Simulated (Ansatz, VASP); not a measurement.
One calculation of Hf7S, two programs

```xyz
8
Lattice="3.2640 0.0000 0.0000 -1.6320 2.8267 0.0000 0.0000 0.0000 18.7233" Properties=species:S:1:pos:R:3 pbc="T T T"
Hf    0.0000    0.0000    9.3616
Hf    0.0000    1.8845    6.8299
Hf    1.6320    0.9422   11.8933
Hf    0.0000    1.8845   14.4622
Hf    1.6320    0.9422   16.8984
Hf    0.0000    1.8845    1.8249
Hf    1.6320    0.9422    4.2610
S     0.0000    0.0000    0.0000
```

Alike in both runs: functional PBE; k mesh 12 × 12 × 2; occupations gaussian, width 0.1 eV; no spin polarisation.

Ansatz relaxed the structure, and its values are those at the end. VASP's run is a single point on that final structure, the one shown.

|  | VASP | Ansatz |
| --- | --- | --- |
| version | VASP 6.6.1 | Ansatz 0.2.0 |
| potentials or method | VASP PAW PBE potentials, release 64 (Hf_pv, S), cutoff 520 eV | scalar-relativistic, plane waves, PAW |
| valence electrons in the cell | 76 | 188 |

```csv
,VASP,Ansatz,Ansatz less VASP
gap on the k mesh at the Fermi level (eV),none,none,-
pressure (GPa),-0.5,0.0,+0.53
rms of the force components (eV/Å),0.004,0.002,-0.0025
```

A gap of «none» marks a metal or a gap that the smearing closes. With one functional, cell and mesh, what is left measures potentials, basis and numerics. VASP's potentials hold 76 valence electrons a cell and Ansatz's 188, so a difference there can come from the potentials and not from the codes.

Spin-orbit coupling is off throughout.
